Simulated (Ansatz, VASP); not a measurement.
## One calculation of Zn2Si3N3, two programs

```
Zn Si N
1.0
     6.50905    0.00000    0.00000
    -3.25452    5.63700    0.00000
     0.00000    0.00000    2.88363
Zn Si N
2 3 3
Direct
  0.33333 0.66667 0.00000
  0.66667 0.33333 0.00000
  0.00000 0.79124 0.50000
  0.79124 0.00000 0.50000
  0.20876 0.20876 0.50000
  0.00000 0.62700 0.00000
  0.62700 0.00000 0.00000
  0.37300 0.37300 0.00000
```

Change from the starting cell: built by hand: ZrNiAl-derived, vacant 1b site (P-62m, No. 189).

Alike in both runs: task relaxation of cell and atoms; functional PBE; k mesh 6 × 6 × 10; occupations gaussian, width 0.1 eV; no spin polarisation.

|  | VASP | Ansatz |
| --- | --- | --- |
| version | VASP 6.6.1 | Ansatz 0.2.0 |
| potentials or method | VASP PAW PBE potentials, release 64 (Zn, Si, N), cutoff 600 eV | scalar-relativistic, plane waves, PAW |
| valence electrons in the cell | 51 | 51 |

Ansatz gave:

```
gap on the k mesh at the Fermi level, each at its own relaxed structure (eV) : none
relaxed volume (Å³/atom)                                                     : 13.25
relaxed length of the cell vector where the two differ most in proportion (Å)              : 6.503
```

Task: Which values does VASP return?

Result: gap on the k mesh at the Fermi level, each at its own relaxed structure (eV): none; relaxed volume (Å³/atom): 13.26; relaxed length of the cell vector where the two differ most in proportion (Å): 6.507.

A gap of «none» marks a metal or a gap that the smearing closes.
